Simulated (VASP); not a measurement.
Crystal: Pt.

```
Pt
1.0
     1.94024    1.12020    1.37603
    -1.94024    1.12020    1.37603
     0.00000   -2.24039    1.37603
Pt
1
Direct
  0.50000 0.50000 0.50000
```

* Program: VASP 6.6.1
* Task: relaxation of cell and atoms
* Functional: PBE
* Potentials or basis: VASP PAW PBE potentials, release 64 (Pt)
* Cutoff: 600 eV
* k mesh: 21 × 21 × 21
* Occupations: gaussian, width 0.1 eV
* Spin: no spin polarisation

At the start: pressure -0.3 GPa; volume 17.94 Å³/atom.

Q: Where does the relaxation end?

A: Over 16 steps the energy falls by 11.3 meV/atom and the volume is 18.03 Å³/atom (+0.5 %); space group R-3m (No. 166, to 0.1 Å) before, Pm-3m (No. 221, to 0.1 Å).

The path:
```
step  energy change (eV)  largest force (eV/Å)  pressure (GPa)  volume (Å³)
   1              0.0000                0.0000           -0.31        17.94
   2             -0.0009                0.0000            0.80        17.85
   3             -0.0011                0.0000            1.77        17.78
   4             -0.0014                0.0000            1.81        17.78
   5             -0.0021                0.0000            1.87        17.78
   6             -0.0035                0.0000            1.93        17.78
   7             -0.0057                0.0000            2.18        17.79
   8             -0.0087                0.0000            2.57        17.78
   9             -0.0056                0.0000            3.46        17.70
  10             -0.0087                0.0000            3.01        17.75
  11             -0.0106                0.0000           -0.54        18.07
  12             -0.0108                0.0000            0.40        17.99
  13             -0.0108                0.0000            0.35        17.99
  14             -0.0109                0.0000            0.34        18.00
  15             -0.0112                0.0000            0.20        18.01
  16             -0.0113                0.0000           -0.01        18.03
```

Final structure:
```xyz
1
Lattice="1.8582 1.0728 1.5073 -1.8582 1.0728 1.5073 0.0000 -2.1456 1.5073" Properties=species:S:1:pos:R:3 pbc="T T T"
Pt    0.0000    0.0000    2.2609
```
